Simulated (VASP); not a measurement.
Here is a VASP 6.6.1 calculation.

The input INCAR:

```
PREC = Accurate
ENCUT = 520
EDIFF = 1E-6
ISMEAR = 0
SIGMA = 0.1
LREAL = F
LASPH = T
NELM = 60
ALGO = Normal
ISIF = 2
LWAVE = F
LCHARG = F
GGA = CA
NBANDS = 11
```

Contents of KPOINTS:

```
regular mesh
0
Gamma
  16 16 16
```

File POSCAR:

```
Pt
1.0
    0.0000000000      1.9467426965      1.9467426965
    1.9467426965      0.0000000000      1.9467426965
    1.9467426965      1.9467426965      0.0000000000
Pt
1
Direct
    0.0000000000      0.0000000000      0.0000000000
```

Potentials or basis: VASP PAW LDA potentials, release 64 (Pt).

Command:

```console
$ cat potpaw_LDA.64/Pt/POTCAR > POTCAR
$ mpirun -np 1 vasp_std > vasp.out
```

Task: Estimate the pressure.

Result: 0.8 GPa.

Task: Estimate the band gap on the k mesh.

Result: Zero (band 5 reaches 12.08 eV, above the bottom of band 6 at 9.77 eV).

Caveat: spin-orbit coupling is left out, which moves the levels of the heavy elements.
